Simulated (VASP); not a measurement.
A run of VASP 6.6.1 is set up as follows.

The input POSCAR:

```
CuO
1.0
    2.3446497600     -1.7133998200      0.0000000000
    2.3446497600      1.7133998200      0.0000000000
   -0.8605499100      0.0000000000      5.0594394800
Cu O
2 2
Direct
    0.0032000000      0.4968000000      0.0000000000
    0.4968000000      0.0032000000      0.5000000000
    0.5714000000      0.4056000000      0.2537000000
    0.4056000000      0.5714000000      0.7537000000
```

The input INCAR.step1:

```
SYSTEM = CuO
PREC = Accurate
ENCUT = 770
ISMEAR = -1
SIGMA = 0.05
LREAL = .False.
LASPH = .True.
NELM = 120
NBANDS = 33
GGA = PE
ALGO = Normal
EDIFF = 1E-5
LWAVE = .True.
LCHARG = .False.
GGA_COMPAT = .False.
```

The input INCAR.step2:

```
SYSTEM = CuO
PREC = Accurate
ENCUT = 770
EDIFF = 1E-6
ISMEAR = -1
SIGMA = 0.05
LREAL = .False.
LASPH = .True.
NELM = 120
ALGO = Normal
ISIF = 2
LWAVE = .False.
LCHARG = .True.
METAGGA = R2SCAN
LMIXTAU = .True.
LELF = .True.
LVHAR = .True.
NBANDS = 33
ISTART = 1
GGA_COMPAT = .False.
```

File KPOINTS:

```
Automatic mesh
0
Gamma
  6 6 3
  0 0 0
```

Potentials or basis: VASP PAW PBE potentials, release 64 (Cu_sv_GW, O).

Command:

```console
$ cat potpaw_PBE.64/Cu_sv_GW/POTCAR potpaw_PBE.64/O/POTCAR > POTCAR
$ cp INCAR.step1 INCAR
$ mpirun -np 1 vasp_std > vasp.out
$ cp INCAR.step2 INCAR
$ mpirun -np 1 vasp_std > vasp.out
```

Q: Estimate the pressure.

A: -3.2 GPa.

Q: What does it give for the band gap on the k mesh?

A: Zero (band 25 reaches 5.71 eV, above the bottom of band 26 at 5.24 eV).

Stress tensor (GPa, compression positive):
```
-3.81  0.00 -1.02
 0.00 -1.62  0.00
-1.02  0.00 -4.13
```

Caveat: the k points lie up to 0.41 Å⁻¹ apart; the PAW data sets were made with another functional, which shifts forces and pressure a little; semilocal functionals often make such compounds metallic where correlation or magnetic order opens a gap, which also shifts bond lengths. With open d or f shells a metallic result of r2SCAN can be an artefact of self-interaction; +U or a hybrid may open a gap.
